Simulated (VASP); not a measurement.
Crystal: GaN.

```xyz
2
Lattice="0.0000 2.2832 2.2832 2.2832 0.0000 2.2832 2.2832 2.2832 0.0000" Properties=species:S:1:pos:R:3 pbc="T T T"
Ga    0.0000    0.0000    0.0000
N     1.1416    1.1416    1.1416
```

Base run:

```yaml
Program: VASP 6.6.1
Functional: PBE
Dispersion: D3(BJ)
Potentials_or_basis: VASP PAW PBE potentials, release 64 (Ga_d, N)
Cutoff: 520 eV
k_mesh: 10 × 10 × 10
Occupations: fermi-dirac, width 0.05 eV
Spin: no spin polarisation
```

Its results: band gap on the k mesh 1.47 eV, direct; pressure -5.3 GPa.

After a change of settings the same cell gave: band gap on the k mesh 1.86 eV, direct; pressure -8.6 GPa. Which change was it?
A. functional from PBE to revPBE; dispersion from D3(BJ) to none
B. functional from PBE to r2SCAN
C. functional from PBE to RPBE; dispersion from D3(BJ) to none
D. dispersion from D3(BJ) to D4

B.

r2SCAN gives the wider gap, since meta-GGAs in the generalised Kohn-Sham scheme recover part of the derivative discontinuity.

Caveats: the PAW data sets were made with another functional, which shifts forces and pressure a little (some runs).
